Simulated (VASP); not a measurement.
Here is a VASP 6.6.1 calculation.

Contents of INCAR:

```
PREC = Accurate
ENCUT = 520
EDIFF = 1E-6
ISMEAR = -1
SIGMA = 0.05
LREAL = F
LASPH = T
NELM = 150
ALGO = Normal
ISIF = 2
LWAVE = F
LCHARG = F
ISPIN = 2
MAGMOM = 3 0
LORBIT = 11
LMAXMIX = 4
GGA = PE
NBANDS = 18
```

KPOINTS

```
regular mesh
0
Gamma
  10 10 9
```

File POSCAR:

```
FeO
1.0
    2.9598396803      0.0000000000      0.0000000000
   -1.4799198350      2.5632963579      0.0000000000
    0.0000000000      0.0000000000      2.8886568793
Fe O
1 1
Direct
    0.0000000000      0.0000000000      0.0000000000
    0.6666666667      0.3333333333      0.5000000000
```

Potentials or basis: VASP PAW PBE potentials, release 64 (Fe, O).

Launch:

```sh
$ cat potpaw_PBE.64/Fe/POTCAR potpaw_PBE.64/O/POTCAR > POTCAR
$ mpirun -np 1 vasp_std > vasp.out
```

Q: Predict the site moments.

A: Fe +3.59; O +0.34 μB.

Q: Estimate the net moment.

A: 4.00 μB per cell.

Q: Predict the band gap on the k mesh.

A: Zero (filled and empty bands overlap).

Q: Predict the pressure.

A: -17.9 GPa.

Stress tensor (GPa, compression positive):
```
-15.38   0.00   0.00
  0.00 -15.38   0.00
  0.00   0.00 -22.80
```

Caveat: a cell with one magnetic atom can't hold antiferromagnetic order, which such compounds often take; semilocal functionals often make such compounds metallic where correlation or magnetic order opens a gap, which also shifts bond lengths. With open d or f shells a metallic result of PBE can be an artefact of self-interaction; +U or a hybrid may open a gap.
